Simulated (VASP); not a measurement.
Wanted: the native input for a VASP 6.6.1 run.

```yaml
Task: single point
Functional: PBEsol
Potentials_or_basis: VASP PAW PBE potentials, release 64 (F)
Cutoff: 520 eV
k_mesh: 14 × 14 × 14
Occupations: fermi-dirac, width 0.08 eV
Spin: no spin polarisation
Dipole_correction: no
k_mesh_for_the_DOS: 21 × 21 × 21
Occupations_for_the_DOS: tetrahedron
Further_INCAR_settings: ALGO = Normal; EDIFF = 1e-06
```

The system is F.

```xyz
2
Lattice="0.0000 1.8047 1.8047 1.8047 0.0000 1.8047 1.8047 1.8047 0.0000" Properties=species:S:1:pos:R:3 pbc="T T T"
F    -0.4512   -0.4512   -0.4512
F     0.4512    0.4512    0.4512
```

The input as run:

POSCAR

```
F
1.0
    0.0000000000      1.8047147453      1.8047147453
    1.8047147453      0.0000000000      1.8047147453
    1.8047147453      1.8047147453      0.0000000000
F
2
Direct
   -0.1250000000     -0.1250000000     -0.1250000000
    0.1250000000      0.1250000000      0.1250000000
```

INCAR.step1

```
ALGO     = Normal         # electronic algorithm
EDIFF    = 1E-6           # SCF threshold, eV
ENCUT    = 520            # plane-wave cutoff, eV
GGA      = PS             # functional
ISIF     = 2              # what is computed and relaxed
ISMEAR   = -1             # smearing method
LASPH    = True           # aspherical terms in the spheres
LCHARG   = True           # write CHGCAR
LREAL    = False          # projectors in reciprocal space
LWAVE    = False          # write WAVECAR
NBANDS   = 14             # bands
NELM     = 80             # most SCF steps
PREC     = Accurate       # precision mode
SIGMA    = 0.08           # smearing width, eV
```

KPOINTS.step1

```
k-points
0
Gamma
  14 14 14
```

INCAR.step2

```
ALGO     = Normal         # electronic algorithm
EDIFF    = 1E-6           # SCF threshold, eV
ENCUT    = 520            # plane-wave cutoff, eV
GGA      = PS             # functional
ICHARG   = 11             # starting density
ISIF     = 2              # what is computed and relaxed
ISMEAR   = -5             # smearing method
LASPH    = True           # aspherical terms in the spheres
LCHARG   = False          # write CHGCAR
LORBIT   = 11             # projections on sites
LREAL    = False          # projectors in reciprocal space
LWAVE    = False          # write WAVECAR
NEDOS    = 1001           # points of the DOS
NELM     = 80             # most SCF steps
PREC     = Accurate       # precision mode
SIGMA    = 0.08           # smearing width, eV
```

KPOINTS.step2

```
k-points
0
Gamma
  21 21 21
```

Potentials or basis: VASP PAW PBE potentials, release 64 (F).

The run is started by

```sh
$ cat potpaw_PBE.64/F/POTCAR > POTCAR
$ cp INCAR.step1 INCAR
$ cp KPOINTS.step1 KPOINTS
$ mpirun -np 1 vasp_std > vasp.out
$ cp INCAR.step2 INCAR
$ cp KPOINTS.step2 KPOINTS
$ mpirun -np 1 vasp_std > vasp.out
```

Results of the run:

- Valence electrons inside the program's atomic spheres: F 6.03

Wall time 45 s on 1 thread of Intel Xeon 8259CL, with other jobs on the host, peak memory 0.14 GiB.
